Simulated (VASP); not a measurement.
# CaZn (P-6m2) in VASP: single point with LDA

Aim: the single point of CaZn with LDA.

Program: VASP 6.6.1. These are calculated values, not measurements. Logs are shortened: lines on timing, memory, paths and dates and some standing lists are left out, and cuts for length are marked.

**1. The cell of the first run**

The structure is hexagonal, space group P-6m2 (No. 187). Conventional cell: a = 3.918 Å, b = 3.918 Å, c = 4.331 Å, α = 90.00°, β = 90.00°, γ = 120.00°. Ca (site symmetry -6m2) has 6 Zn at 3.13 Å and 6 Ca at 3.92 Å within 4.1 Å. Within 4.1 Å of Zn (site symmetry -6m2) lie 6 Ca at 3.13 Å and 6 Zn at 3.92 Å.

**2. Single point, LDA**

Input file INCAR:

```
SYSTEM = CaZn
ALGO = Fast ; EDIFF = 1E-6
ENCUT = 520 ; ISIF = 2
ISMEAR = 0 ; LASPH = .True.
LCHARG = .False. ; LREAL = .False.
LWAVE = .False. ; NBANDS = 18
NELM = 80 ; PREC = Accurate
SIGMA = 0.15
```

Input file KPOINTS:

```
k-points
0
Gamma
  15 15 12
  0 0 0
```

Input file POSCAR:

```
CaZn
1.0
    3.9181702110      0.0000000000      0.0000000000
   -1.9590851055      3.3932349391      0.0000000000
    0.0000000000      0.0000000000      4.3306280000
Ca Zn
1 1
Direct
    0.0000000000      0.0000000000      0.0000000000
    0.6666666667      0.3333333333      0.5000000000
```

Potentials or basis: VASP PAW LDA potentials, release 64 (Ca_sv, Zn).

On the command line:

```sh
cat potpaw_LDA.64/Ca_sv/POTCAR potpaw_LDA.64/Zn/POTCAR > POTCAR
mpirun -np 1 vasp_std > vasp.out
```

OUTCAR:

```text
SYSTEM = CaZn
   EDIFF = 1E-6
   ENCUT = 520
   ISIF = 2
   ISMEAR = 0
   LASPH = .True.
   LREAL = .False.
   NELM = 80
   PREC = Accurate

 ion  position               nearest neighbor table
   1  0.000  0.000  0.000-
   2  0.667  0.333  0.500-

  LATTYP: Found a hexagonal cell.
 ALAT       =     3.9181702110
 C/A-ratio  =     1.1052679610

  Lattice vectors:

 A1 = (   3.9181702110,   0.0000000000,   0.0000000000)
 A2 = (  -1.9590851055,   3.3932349391,   0.0000000000)
 A3 = (   0.0000000000,   0.0000000000,   4.3306280000)

Analysis of symmetry for initial positions (statically):
=====================================================================
 Subroutine PRICEL returns:
 Original cell was already a primitive cell.

 Routine SETGRP: Setting up the symmetry group for a
 hexagonal supercell.

 Subroutine GETGRP returns: Found 12 space group operations
 (whereof 12 operations were pure point group operations)
 out of a pool of 24 trial point group operations.

The static configuration has the point symmetry D_3h.

Analysis of symmetry for dynamics (positions and initial velocities):
=====================================================================
 Subroutine PRICEL returns:
 Original cell was already a primitive cell.

 Routine SETGRP: Setting up the symmetry group for a
 hexagonal supercell.

 Subroutine GETGRP returns: Found 12 space group operations
 (whereof 12 operations were pure point group operations)
 out of a pool of 24 trial point group operations.

The dynamic configuration has the point symmetry D_3h.

 Subroutine INISYM returns: Found 12 space group operations
 (whereof 12 operations are pure point group operations),
 and found     1 'primitive' translations

----------------------------------------------------------------------------------------

                                     Primitive cell

  volume of cell :      57.5769

  direct lattice vectors                    reciprocal lattice vectors
     3.918170211  0.000000000  0.000000000     0.255221174  0.147352013  0.000000000
    -1.959085106  3.393234939  0.000000000     0.000000000  0.294704027  0.000000000
     0.000000000  0.000000000  4.330628000     0.000000000  0.000000000  0.230913392

  length of vectors
     3.918170211  3.918170211  4.330628000     0.294704027  0.294704027  0.230913392

  position of ions in fractional coordinates (direct lattice)
     0.000000000  0.000000000  0.000000000
     0.666666667  0.333333333  0.500000000

  ion indices of the primitive-cell ions
   primitive index   ion index
                 1           1
                 2           2

----------------------------------------------------------------------------------------

 KPOINTS: k-points

Automatic generation of k-mesh.
 Grid dimensions read from file:
 generate k-points for:   15   15   12

 Generating k-lattice:

  Cartesian coordinates                     Fractional coordinates (reciprocal lattice)
     0.017014745  0.009823468  0.000000000     0.066666667  0.000000000  0.000000000
     0.000000000  0.019646935  0.000000000     0.000000000  0.066666667  0.000000000
     0.000000000  0.000000000  0.019242783     0.000000000  0.000000000  0.083333333

  Length of vectors
     0.019646935  0.019646935  0.019242783

  Shift w.r.t. Gamma in fractional coordinates (k-lattice)
     0.000000000  0.000000000  0.000000000

 Subroutine IBZKPT returns following result:
 ===========================================

 Found    189 irreducible k-points:

 Following reciprocal coordinates:
            Coordinates               Weight
  0.000000  0.000000  0.000000      1.000000
  0.066667  0.000000  0.000000      6.000000
  0.133333  0.000000  0.000000      6.000000
  0.200000  0.000000  0.000000      6.000000
  0.266667  0.000000  0.000000      6.000000
  0.333333 -0.000000  0.000000      6.000000
[... 16 lines left out ...]
  0.333333  0.200000  0.000000     12.000000
  0.400000  0.200000  0.000000      6.000000
 [... further k-points ...]
   k-points           NKPTS =    189   k-points in BZ     NKDIM =    189   number of bands    NBANDS=     18
   number of dos      NEDOS =    301   number of ions     NIONS =      2
   total plane-waves  NPLWV =  28800
   dimension x,y,z NGX =    30 NGY =   30 NGZ =   32
   dimension x,y,z NGXF=    60 NGYF=   60 NGZF=   64
   ions per type =               1   1
   NGX,Y,Z   is equivalent  to a cutoff of  12.73, 12.73, 12.28 a.u.
   NGXF,Y,Z  is equivalent  to a cutoff of  25.46, 25.46, 24.57 a.u.
 SYSTEM =  CaZn
   PREC   = accura    normal or accurate (medium, high low for compatibility)
   ISTART =      0    job   : 0-new  1-cont  2-samecut
   ICHARG =      2    charge: 1-file 2-atom 10-const
   ISPIN  =      1    spin polarized calculation?
   LNONCOLLINEAR =      F non collinear calculations
   LSORBIT =      F    spin-orbit coupling
   LASPH  =      T    aspherical Exc in radial PAW
   ENCUT  =  520.0 eV  38.22 Ry    6.18 a.u.   7.29  7.29  8.05*2*pi/ulx,y,z
   NELM   =     80;   NELMIN=  2; NELMDL= -5     # of ELM steps
   EDIFF  = 0.1E-05   stopping-criterion for ELM
   LREAL  =      F    real-space projection
   EDIFFG = 0.1E-04   stopping-criterion for IOM
   NSW    =      0    number of steps for IOM
   IBRION =     -1    ionic relax: 0-MD 1-quasi-New 2-CG
   NFREE  =      0    steps in history (QN), initial steepest desc. (CG)
   ISIF   =      2    stress and relaxation
   ISYM   =      2    0-nonsym 1-usesym 2-fastsym
   POTIM  = 0.5000    time-step for ionic-motion
   TEBEG  =    0.0;   TEEND  =   0.0 temperature during run
   PSTRESS=    0.0 pullay stress
   NELECT =      22.0000    total number of electrons
   NUPDOWN=      -1.0000    fix difference up-down
   EMIN   =  10.00;   EMAX   =-10.00  energy-range for DOS
   EFERMI =   0.00;   METHOD = LEGACY
   ISMEAR =     0;   SIGMA  =   0.15  broadening in eV -4-tet -1-fermi 0-gaus
   EFERMI_NEDOS =   21; number of points for ismear=-14 and -15
   IALGO  =     68    algorithm
   IMIX   =      4    mixing-type and parameters
     AMIX     =   0.40;   BMIX     =  1.00
     AMIX_MAG =   1.60;   BMIX_MAG =  1.00
  volume/ion in A,a.u.               =      28.79       194.27
  Fermi-wavevector in a.u.,A,eV,Ry     =   1.187954  2.244908 19.201020  1.411235
  Thomas-Fermi vector in A             =   2.324094
   LORBIT       =      0    0 simple, 1 ext, 2 COOP (PROOUT), +10 PAW based schemes
   GGA     = CA    functional components
   LHFCALC =     F    Hartree Fock is set to
   AEXX    =    0.0000 exact exchange contribution
   IVDW    =     0    specifies the selected vdW correction
   LEPSILON=     F    determine dielectric tensor
   LRPA    =     F    only Hartree local field effects (RPA)
 non-spin polarized calculation
 RMM-DIIS sequential band-by-band and
 Gauss-broadening in eV      SIGMA  =   0.15
  energy-cutoff  :      520.00
  volume of cell :       57.58
 maximum number of plane-waves:      1578
 NGX is ok and might be reduce to    30
   NGX = 15   NGY = 15   NGZ = 17

 number of electron      21.9999988 magnetization

 Free energy of the ion-electron system (eV)
  ---------------------------------------------------
  ext. energy  EPLUGINS =         0.00000000
  ---------------------------------------------------
  free energy    TOTEN  =        -4.03147183 eV

  energy without entropy =       -4.01576587  energy(sigma->0) =       -4.02361885

 E-fermi :   1.6446     XC(G=0):  -9.0567

 val. band max:        1.6441586283   @ k =   0.3333   0.1333   0.5000
 cond. band min:       1.6543242284   @ k =   0.3333   0.1333   0.3333
 fundamental gap:      0.0101656001
 Fermi energy:         1.6445928210

 k-point     1 :       0.0000    0.0000    0.0000
  band No.  band energies     occupation
      1     -39.3586      2.00000
      2     -20.6646      2.00000
      3     -20.6065      2.00000
      4     -20.6065      2.00000
      5      -5.5469      2.00000
      6      -5.4796      2.00000
[... 10 lines left out ...]
     17       8.2059      0.00000
     18       8.7297      0.00000

 k-point     2 :       0.0667    0.0000    0.0000
  band No.  band energies     occupation
      1     -39.3581      2.00000
      2     -20.6639      2.00000
      3     -20.6117      2.00000
      4     -20.6077      2.00000
      5      -5.5447      2.00000
      6      -5.4811      2.00000
[... 10 lines left out ...]
     17       7.7786      0.00000
     18       8.7354      0.00000

 k-point     3 :       0.1333    0.0000    0.0000
  band No.  band energies     occupation
      1     -39.3569      2.00000
      2     -20.6620      2.00000
      3     -20.6262      2.00000
      4     -20.6111      2.00000
      5      -5.5390      2.00000
      6      -5.4854      2.00000
[... 10 lines left out ...]
     17       7.0754      0.00000
     18       8.0940      0.00000

 k-point     4 :       0.2000    0.0000    0.0000
  band No.  band energies     occupation
      1     -39.3551      2.00000
      2     -20.6592      2.00000
      3     -20.6475      2.00000
      4     -20.6161      2.00000
      5      -5.5326      2.00000
      6      -5.4905      2.00000
[... 10 lines left out ...]
     17       6.4064      0.00000
     18       7.5972      0.00000

 k-point     5 :       0.2667    0.0000    0.0000
  band No.  band energies     occupation
      1     -39.3531      2.00000
      2     -20.6718      2.00000
      3     -20.6560      2.00000
      4     -20.6218      2.00000
      5      -5.5303      2.00000
      6      -5.4929      2.00000
[... 10 lines left out ...]
     17       6.8692      0.00000
     18       7.1299      0.00000

 k-point     6 :       0.3333   -0.0000    0.0000
  band No.  band energies     occupation
      1     -39.3511      2.00000
      2     -20.6949      2.00000
      3     -20.6530      2.00000
      4     -20.6272      2.00000
      5      -5.5340      2.00000
      6      -5.5000      2.00000
[... 307 lines left out ...]
 k-point    21 :       0.2000    0.2000    0.0000
  band No.  band energies     occupation
      1     -39.3506      2.00000
      2     -20.6898      2.00000
      3     -20.6522      2.00000
      4     -20.6393      2.00000
      5      -5.5125      2.00000
      6      -5.5051      2.00000
[... 10 lines left out ...]
     17       6.4151      0.00000
     18       7.7149      0.00000

 k-point    22 :       0.2667    0.2000    0.0000
  band No.  band energies     occupation
      1     -39.3492      2.00000
      2     -20.7007      2.00000
      3     -20.6500      2.00000
      4     -20.6494      2.00000
      5      -5.5119      2.00000
      6      -5.5099      2.00000
[... 10 lines left out ...]
     17       6.3676      0.00000
     18       8.2547      0.00000

 k-point    23 :       0.3333    0.2000    0.0000
  band No.  band energies     occupation
      1     -39.3482      2.00000
      2     -20.7076      2.00000
      3     -20.6568      2.00000
      4     -20.6485      2.00000
      5      -5.5166      2.00000
      6      -5.5116      2.00000
[... 10 lines left out ...]
     17       6.2608      0.00000
     18       8.6462      0.00000

 k-point    24 :       0.4000    0.2000    0.0000
  band No.  band energies     occupation
      1     -39.3478      2.00000
      2     -20.7099      2.00000
      3     -20.6595      2.00000
      4     -20.6479      2.00000
      5      -5.5183      2.00000
      6      -5.5126      2.00000
[... 10 lines left out ...]
     17       6.1518      0.00000
     18       8.7258      0.00000

 [... further k-points ...]
[... 5 lines left out ...]
  --------------------------------------------------------------------------------------
  -------------------------------------------------------------------------------------
  Total       -1.0115164     -1.0115164     -1.4936755      0.0000000     -0.0000000      0.0000000
  in kB      -28.1472144    -28.1472144    -41.5641341      0.0000000     -0.0000000      0.0000000
  external PRESSURE =     -32.6195210 kB  Pullay stress =       0.0000000 kB

 VOLUME and BASIS-vectors are now :
 -----------------------------------------------------------------------------
  energy-cutoff  :      520.00
  volume of cell :       57.58
      direct lattice vectors                 reciprocal lattice vectors
     3.918170211  0.000000000  0.000000000     0.255221174  0.147352013  0.000000000
    -1.959085106  3.393234939  0.000000000     0.000000000  0.294704027  0.000000000
     0.000000000  0.000000000  4.330628000     0.000000000  0.000000000  0.230913392

 POSITION                                       TOTAL-FORCE (eV/Angst)
 -----------------------------------------------------------------------------------
      0.00000      0.00000      0.00000         0.000000     -0.000000      0.000000
      1.95909      1.13108      2.16531        -0.000000      0.000000      0.000000
 -----------------------------------------------------------------------------------
    total drift:                               -0.000000      0.000000      0.000000

  FREE ENERGIE OF THE ION-ELECTRON SYSTEM (eV)
  ---------------------------------------------------
  free  energy   TOTEN  =        -4.0314718337 eV

  energy  without entropy=       -4.0157658675  energy(sigma->0) =       -4.02361885
```

It took 2.5 min on 1 thread of Intel Xeon 6975P-C, shared host; peak memory 0.31 GiB.

What came out:

```yaml
Free_energy: -4.0315 eV
Pressure: -3.3 GPa
Band_gap_on_the_k_mesh: zero (band 11 reaches 2.76 eV, above the bottom of band 12 at 1.07 eV)
```

Stress tensor (GPa, compression positive):
```
-2.81  0.00  0.00
 0.00 -2.81  0.00
 0.00  0.00 -4.16
```
